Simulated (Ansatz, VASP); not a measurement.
# InAs in VASP and in Ansatz

INCAR

```
SYSTEM = InAs
PREC = Accurate
ENCUT = 520
EDIFF = 1E-7
ISMEAR = 0
SIGMA = 0.15
LREAL = .False.
LASPH = .True.
NELM = 60
ALGO = Normal
ISIF = 2
LWAVE = .False.
LCHARG = .False.
GGA = PE
NBANDS = 16
```

KPOINTS

```
regular mesh
0
Gamma
  14 14 14
  0 0 0
```

The input POSCAR:

```
InAs
1.0
    0.0000000000      2.9030400000      2.9030400000
    2.9030400000      0.0000000000      2.9030400000
    2.9030400000      2.9030400000      0.0000000000
In As
1 1
Direct
    0.0000000000      0.0000000000      0.0000000000
    0.7500000000      0.7500000000      0.7500000000
```

Input for Ansatz:

```yaml
crystal:
  lattice:
    - [0.0, 2.90304, 2.90304]
    - [2.90304, 0.0, 2.90304]
    - [2.90304, 2.90304, 0.0]
  atoms:
    - { symbol: In, position: [0.0, 0.0, 0.0] }
    - { symbol: As, position: [0.75, 0.75, 0.75] }
basis:
  ecutwfc: 420
kpoints:
  mp_grid: { grid: [14, 14, 14] }
hamiltonian:
  xc: pbe
scf:
  occupations: { method: gaussian, width: 0.15 }
output:
  forces: true
  stress: true
  eigenvalues: true
  write_density: true
  write_potential: true
  elf: true
  volumetric_format: npy
```

Change from the starting cell: strain -0.040 along x and y, -0.040 along z, atoms carried along.

Alike in both runs: task single point; functional PBE; k mesh 14 × 14 × 14; occupations gaussian, width 0.15 eV; no spin polarisation.

|  | VASP | Ansatz |
| --- | --- | --- |
| version | VASP 6.6.1 | Ansatz 0.2.0 |
| potentials or method | VASP PAW PBE potentials, release 64 (In_d, As), cutoff 520 eV | scalar-relativistic, plane waves, PAW |
| valence electrons in the cell | 18 | 28 |

|  | VASP | Ansatz | Ansatz less VASP |
| --- | --- | --- | --- |
| gap on the k mesh at the Fermi level (eV) | 0.43 | 0.43 | -0.006 |
| least direct gap on the mesh (eV) | 0.43 | 0.43 | -0.006 |
| pressure (GPa) | 14.6 | 14.5 | -0.13 |

The functional is the same, so the differences come from potentials, cutoffs and numerics. VASP's potentials hold 18 valence electrons a cell and Ansatz's 28, so a difference there can come from the potentials and not from the codes.
